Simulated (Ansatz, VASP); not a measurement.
**As2Se: VASP beside Ansatz**

```
CELL_PARAMETERS angstrom
-3.52942 3.52942 2.65357
3.52942 -3.52942 2.65357
3.52942 3.52942 -2.65357
ATOMIC_POSITIONS crystal
As 0.87500 0.12500 0.75000
As 0.37500 0.12500 0.25000
As 0.87500 0.12500 0.25000
As 0.87500 0.62500 0.75000
Se 0.50000 0.50000 0.00000
Se 0.25000 0.75000 0.50000
```

Alike in both runs: task relaxation of cell and atoms; functional RPBE; k mesh 6 × 6 × 6; no spin polarisation.

|  | VASP | Ansatz |
| --- | --- | --- |
| version | VASP 6.6.1 | Ansatz 0.2.0 |
| potentials or method | VASP PAW PBE potentials, release 64 (As, Se), cutoff 500 eV | plane waves, PAW |
| occupations | fermi-dirac, width 0.1 eV | fermi-dirac |
| valence electrons in the cell | 32 | 92 |

```csv
,VASP,Ansatz,Ansatz less VASP
relaxed volume (Å³/atom),22.64,22.65,+0.018
relaxed cell length with the largest relative difference (Å),5.713,5.716,+0.0030
```

VASP's potentials were made for PBE, not for RPBE. VASP's potentials hold 32 valence electrons a cell and Ansatz's 92, so a difference there can come from the potentials and not from the codes.
